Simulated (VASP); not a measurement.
A run of VASP 6.6.1 is set up as follows.

The input POSCAR:

```
BiB
1.0
    0.0000000000      2.6268329169      2.6268329169
    2.6268329169      0.0000000000      2.6268329169
    2.6268329169      2.6268329169      0.0000000000
B Bi
1 1
Direct
    0.0000000000      0.0000000000      0.0000000000
    0.5000000000      0.5000000000      0.5000000000
```

Contents of INCAR.step1:

```
ALGO     = Normal         # electronic algorithm
EDIFF    = 1E-5           # SCF threshold, eV
ENCUT    = 420            # plane-wave cutoff, eV
GGA      = PE             # functional
GGA_COMPAT= F            
ISIF     = 2              # what is computed and relaxed
ISMEAR   = -1             # smearing method
LASPH    = T              # aspherical terms in the spheres
LCHARG   = F              # write CHGCAR
LREAL    = F              # projectors in reciprocal space
LWAVE    = T              # write WAVECAR
NBANDS   = 16             # bands
NELM     = 120            # most SCF steps
PREC     = Accurate       # precision mode
SIGMA    = 0.02           # smearing width, eV
```

File INCAR.step2:

```
AEXX     = 0.75           # exact-exchange fraction
ALGO     = Normal         # electronic algorithm
EDIFF    = 1E-6           # SCF threshold, eV
ENCUT    = 420            # plane-wave cutoff, eV
GGA      = PE             # functional
GGA_COMPAT= F            
ISIF     = 2              # what is computed and relaxed
ISMEAR   = -1             # smearing method
ISTART   = 1            
LASPH    = T              # aspherical terms in the spheres
LCHARG   = F              # write CHGCAR
LHFCALC  = T              # exact exchange
LREAL    = F              # projectors in reciprocal space
LWAVE    = F              # write WAVECAR
NBANDS   = 16             # bands
NELM     = 120            # most SCF steps
PREC     = Accurate       # precision mode
PRECFOCK = Normal       
SIGMA    = 0.02           # smearing width, eV
```

File KPOINTS:

```
k-points
0
Gamma
  4 4 4
```

Potentials or basis: VASP PAW PBE potentials, release 64 (B, Bi_d).

The run is started by

```bash
$ cat potpaw_PBE.64/B/POTCAR potpaw_PBE.64/Bi_d/POTCAR > POTCAR
$ cp INCAR.step1 INCAR
$ mpirun -np 1 vasp_std > vasp.out
$ cp INCAR.step2 INCAR
$ mpirun -np 1 vasp_std > vasp.out
```

**Question.** Estimate the band gap on the k mesh.

**Answer.** Zero (bands 9 and 10 overlap by 8.19 eV).

**Question.** What does it give for the pressure?

**Answer.** -2.5 GPa.

Caveat: the k points lie up to 0.52 Å⁻¹ apart, too coarse for converged energies and pressures of a metal; the PAW data sets were made with another functional, which shifts forces and pressure a little; spin-orbit coupling is left out, which moves the levels of the heavy elements.
